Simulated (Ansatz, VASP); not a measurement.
## One calculation of Na4H, two programs

The input INCAR:

```
ALGO = Normal
DIPOL = 0.5 0.5 0.283
EDIFF = 1E-6
ENCUT = 520
GGA = PE
IDIPOL = 3
ISIF = 2
ISMEAR = 0
LASPH = T
LCHARG = F
LDIPOL = T
LREAL = F
LWAVE = F
NBANDS = 40
NELM = 100
PREC = Accurate
SIGMA = 0.1
```

Contents of KPOINTS:

```
k-points
0
Gamma
  4 4 1
```

The input POSCAR:

```
Na4H
1.0
    7.2665057608      0.0000000000      0.0000000000
   -2.4221685869      6.8509273320      0.0000000000
    0.0000000000      0.0000000000     20.9665385532
Na H
8 2
Direct
    0.2500000000      0.2500000000      0.1907801800
    0.2500000000      0.7500000000      0.1907801800
    0.7500000000      0.2500000000      0.1907801800
    0.7500000000      0.7500000000      0.1907801800
    0.0000000000      0.0000000000      0.3322693699
    0.0000000000      0.5000000000      0.3322693699
    0.5000000000      0.0000000000      0.3322693699
    0.5000000000      0.5000000000      0.3322693699
   -0.0632353452      0.7500000000      0.3689945545
    0.0632353452      0.7500000000      0.3689945545
```

Input for Ansatz:

```yaml
crystal:
  lattice:
    - [7.2665057608, 0.0, 0.0]
    - [-2.4221685869, 6.850927332, 0.0]
    - [0.0, 0.0, 20.9665385532]
  atoms:
    - { symbol: Na, position: [0.25, 0.25, 0.19078018] }
    - { symbol: Na, position: [0.25, 0.75, 0.19078018] }
    - { symbol: Na, position: [0.75, 0.25, 0.19078018] }
    - { symbol: Na, position: [0.75, 0.75, 0.19078018] }
    - { symbol: Na, position: [0.0, 0.0, 0.3322693699] }
    - { symbol: Na, position: [0.0, 0.5, 0.3322693699] }
    - { symbol: Na, position: [0.5, 0.0, 0.3322693699] }
    - { symbol: Na, position: [0.5, 0.5, 0.3322693699] }
    - { symbol: H, position: [-0.0632353452, 0.75, 0.3689945545] }
    - { symbol: H, position: [0.0632353452, 0.75, 0.3689945545] }
basis:
  ecutwfc: 420
kpoints:
  mp_grid: { grid: [4, 4, 1] }
hamiltonian:
  xc: pbe
scf:
  occupations: { method: gaussian, width: 0.1 }
output:
  forces: true
  eigenvalues: true
efield:
  axis: 3
  dipole_correction: true
  ramp_width: 0.04
```

Alike in both runs: task single point; functional PBE; k mesh 4 × 4 × 1; occupations gaussian, width 0.1 eV; no spin polarisation.

|  | VASP | Ansatz |
| --- | --- | --- |
| version | VASP 6.6.1 | Ansatz 0.2.0 |
| potentials or method | VASP PAW PBE potentials, release 64 (Na_pv, H), cutoff 520 eV | scalar-relativistic, plane waves, PAW |
| valence electrons in the cell | 58 | 74 |

VASP gave:

- gap on the k mesh at the Fermi level (eV): none
- rms of the force components (eV/Å): 0.546

Q: Which values does Ansatz return?

A: gap on the k mesh at the Fermi level (eV): none; rms of the force components (eV/Å): 0.543.

Atom by atom the forces differ by 0.003 eV/Å (rms over components). A gap of «none» marks a metal or a gap that the smearing closes. The functional is the same, so the differences come from potentials, cutoffs and numerics. VASP's potentials hold 58 valence electrons a cell and Ansatz's 74, so a difference there can come from the potentials and not from the codes.
